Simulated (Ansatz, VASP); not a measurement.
**Two plane-wave programs on Cr**

```
Cr
1.0
     0.00000    2.62883    2.62883
     2.62883    0.00000    2.62883
     2.62883    2.62883    0.00000
Cr
2
Direct
  0.12500 0.12500 0.12500
  0.87500 0.87500 0.87500
```

Alike in both runs: task single point; functional BLYP; k mesh 11 × 11 × 11; occupations fermi-dirac, width 0.05 eV; collinear spin.

|  | VASP | Ansatz |
| --- | --- | --- |
| version | VASP 6.6.1 | Ansatz 0.2.0 |
| potentials or method | VASP PAW PBE potentials, release 64 (Cr_pv), cutoff 520 eV | plane waves (420 eV) with PAW, scalar-relativistic |
| valence electrons in the cell | 24 | 28 |

Ansatz gave:

| Property | Result |
| --- | --- |
| pressure (GPa) | 5.7 |
| net moment per atom (μB) | 0.00 |
| size of the moment on the site where the two differ most (μB) | 2.23 |

Question: Which values does VASP return?

Answer: Pressure (GPa): 6.1; net moment per atom (μB): 0.00; size of the moment on the site where the two differ most (μB): 2.46.

VASP's potentials were made for PBE, not for BLYP. Site moments also hang on the region over which each program counts them. With one functional, cell and mesh, what is left measures potentials, basis and numerics. VASP's potentials hold 24 valence electrons a cell and Ansatz's 28, so a difference there can come from the potentials and not from the codes.
